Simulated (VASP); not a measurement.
# Si: single point with PBEsol

The system is Si.

```
Si
1.0
     0.00000    1.91337    1.91337
     1.91337    0.00000    1.91337
     1.91337    1.91337    0.00000
Si
1
Direct
  0.00000 0.00000 0.00000
```

This isn't the form of Si at room conditions, which is diamond.

* Program: VASP 6.6.1
* Task: single point
* Functional: PBEsol
* Potentials or basis: VASP PAW PBE potentials, release 64 (Si)
* Cutoff: 500 eV
* k mesh: 20 × 20 × 20
* Occupations: gaussian, width 0.05 eV
* Spin: no spin polarisation
* Dipole correction: no
* Further INCAR settings: ALGO = Normal; EDIFF = 1e-06; NBANDS = 8

| Quantity | Value |
| --- | --- |
| Pressure | 0.3 GPa |
| Band gap on the k mesh | zero (bands 2 and 3 overlap by 14.66 eV) |

Levels at points of the mesh, in eV from the Fermi level:
| k point | band 1 | band 2 | band 3 | band 4 | band 5 |
| --- | --- | --- | --- | --- | --- |
| (0.00, 0.00, 0.00) | -14.81 | 11.47 | 11.47 | 11.47 | 12.00 |
| (0.50, 0.00, 0.00) | -7.75 | -7.23 | 8.80 | 8.80 | 10.88 |
| (0.50, 0.50, 0.00) | -5.57 | -4.59 | 3.23 | 3.23 | 4.29 |

Run time: 26 s on 1 thread of Intel Xeon 8259CL, on a shared host, peak memory 0.13 GiB.

Caveat: the PAW data sets were made with another functional, which shifts forces and pressure a little.
